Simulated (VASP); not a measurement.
Set up this calculation in VASP 6.6.1, as the native input.

```
Task                   : single point
Functional             : PBE
Potentials or basis    : VASP PAW PBE potentials, release 64 (Ga_d, N)
Cutoff                 : 520 eV
k mesh                 : 4 × 4 × 5
Occupations            : fermi-dirac, width 0.03 eV
Spin                   : no spin polarisation
Dipole correction      : no
Further INCAR settings : ALGO = Normal; EDIFF = 1e-07; NBANDS = 16
```

The structure of GaN lies in POSCAR:

```
GaN
1.0
    5.2303800000      0.0000000000      0.0000000000
   -2.6151900000      4.5296400000      0.0000000000
    0.0000000000      0.0000000000      3.3901000000
Ga N
1 1
Direct
    0.0000000000      0.0000000000      0.5000000000
    0.0000000000      0.0000000000      0.0000000000
```

The input as run:

INCAR

```
  PREC = Accurate
  ENCUT = 520
  EDIFF = 1E-7
  ISMEAR = -1
  SIGMA = 0.03
  LREAL = False
  LASPH = True
  NELM = 80
  ALGO = Normal
  ISIF = 2
  LWAVE = False
  LCHARG = False
  GGA = PE
  NBANDS = 16
```

KPOINTS

```
Automatic mesh
0
Gamma
  4 4 5
```

Potentials or basis: VASP PAW PBE potentials, release 64 (Ga_d, N).

The run is started by

```sh
$ cat potpaw_PBE.64/Ga_d/POTCAR potpaw_PBE.64/N/POTCAR > POTCAR
$ mpirun -np 1 vasp_std > vasp.out
```

It gave:

| Item | Value |
| --- | --- |
| Pressure | -0.3 GPa |
| Band gap on the k mesh | 1.40 eV (least direct gap 2.86 eV) |

Caveat: an odd mesh through Γ misses points on the zone boundary, where band edges can lie.

Run time: 8.4 s on 1 thread of Intel(R) Xeon(R) 6975P-C (Granite Rapids), on a shared host, peak memory 0.2 GiB.
